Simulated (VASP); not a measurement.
Here is a VASP 6.6.1 calculation.

The input INCAR:

```
SYSTEM = GaSb
  ALGO = Normal
  EDIFF = 1E-6
  ENCUT = 520
  GGA = PE
  ISIF = 2
  ISMEAR = 0
  LASPH = .True.
  LCHARG = .False.
  LREAL = .False.
  LWAVE = .False.
  NBANDS = 16
  NELM = 60
  PREC = Accurate
  SIGMA = 0.15
```

Contents of KPOINTS:

```
k-points
0
Gamma
  18 18 18
  0 0 0
```

POSCAR

```
GaSb
1.0
   -1.6282460985      2.7753421959      3.0835770522
    1.6282460985     -2.7753421959      3.0835770522
    1.6282460985      2.7753421959     -3.0835770522
Ga Sb
1 1
Direct
    0.0000000000      0.0000000000      0.0000000000
    0.5000000000      0.5000000000      0.0000000000
```

Potentials or basis: VASP PAW PBE potentials, release 64 (Ga_d, Sb).

Command:

```sh
$ cat potpaw_PBE.64/Ga_d/POTCAR potpaw_PBE.64/Sb/POTCAR > POTCAR
$ mpirun -np 1 vasp_std > vasp.out
```

(1) Estimate the pressure.

(2) Predict the band gap on the k mesh.

Results:

(1) -5.4 GPa.

(2) zero (bands 9 and 10 overlap by 3.88 eV).

Caveat: the cell stands under tension; spin-orbit coupling is left out, which moves the levels of the heavy elements.
